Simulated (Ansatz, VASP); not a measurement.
Cu in VASP and in Ansatz

Contents of INCAR:

```
SYSTEM = Cu
PREC     = Accurate       ! precision mode
ENCUT    = 600            ! plane-wave cutoff, eV
EDIFF    = 1E-7           ! SCF threshold, eV
ISMEAR   = 0              ! smearing method
SIGMA    = 0.1            ! smearing width, eV
LREAL    = .False.        ! projectors in reciprocal space
LASPH    = .True.         ! aspherical terms in the spheres
NELM     = 120            ! most SCF steps
ALGO     = Normal         ! electronic algorithm
ISIF     = 3              ! what is computed and relaxed
LWAVE    = .False.        ! write WAVECAR
LCHARG   = .False.        ! write CHGCAR
GGA      = PE             ! functional
IBRION   = 2              ! ionic algorithm
NSW      = 100            ! ionic steps
EDIFFG   = -0.002         ! ionic threshold
GGA_COMPAT= .False.      
NELMIN   = 4
```

File KPOINTS:

```
Automatic mesh
0
Gamma
  20 20 20
  0 0 0
```

Contents of POSCAR:

```
Cu
1.0
    0.0000000000      1.8133626058      1.8133626058
    1.8133626058      0.0000000000      1.8133626058
    1.8133626058      1.8133626058      0.0000000000
Cu
1
Direct
    0.0000000000      0.0000000000      0.0000000000
```

Input for Ansatz:

```yaml
crystal:
  lattice:
    - [0.0, 1.8133626063, 1.8133626063]
    - [1.8133626063, 0.0, 1.8133626063]
    - [1.8133626063, 1.8133626063, 0.0]
  atoms:
    - { symbol: Cu, position: [0.0, 0.0, 0.0] }
basis:
  ecutwfc: 600.0
kpoints:
  mp_grid: { grid: [20, 20, 20] }
hamiltonian:
  xc: pbe
  pseudopotentials: { kind: paw, azcp: { folder: soft_1 } }
scf:
  occupations: { method: gaussian, width: 0.1 }
output:
  forces: true
  stress: true
  eigenvalues: true
relax:
  adjacent_minimum: "off"
  f_tol: 0.002
  max_steps: 80
  cell: { stress_tol: 0.02 }
```

Alike in both runs: task relaxation of cell and atoms; functional PBE; k mesh 20 × 20 × 20; occupations gaussian, width 0.1 eV; no spin polarisation.

|  | VASP | Ansatz |
| --- | --- | --- |
| version | VASP 6.6.1 | Ansatz 0.2.0 |
| potentials or method | VASP PAW PBE potentials, release 64 (Cu), cutoff 600 eV | scalar-relativistic, plane waves, PAW |
| valence electrons in the cell | 11 | 19 |

|  | VASP | Ansatz | Ansatz less VASP |
| --- | --- | --- | --- |
| gap on the k mesh at the Fermi level, each at its own relaxed structure (eV) | none | none | - |
| relaxed volume (Å³/atom) | 12.01 | 11.95 | -0.060 |
| relaxed cell length with the largest relative difference (Å) | 2.570 | 2.566 | -0.0043 |

A gap of «none» marks a metal or a gap that the smearing closes. VASP's potentials hold 11 valence electrons a cell and Ansatz's 19, so a difference there can come from the potentials and not from the codes.
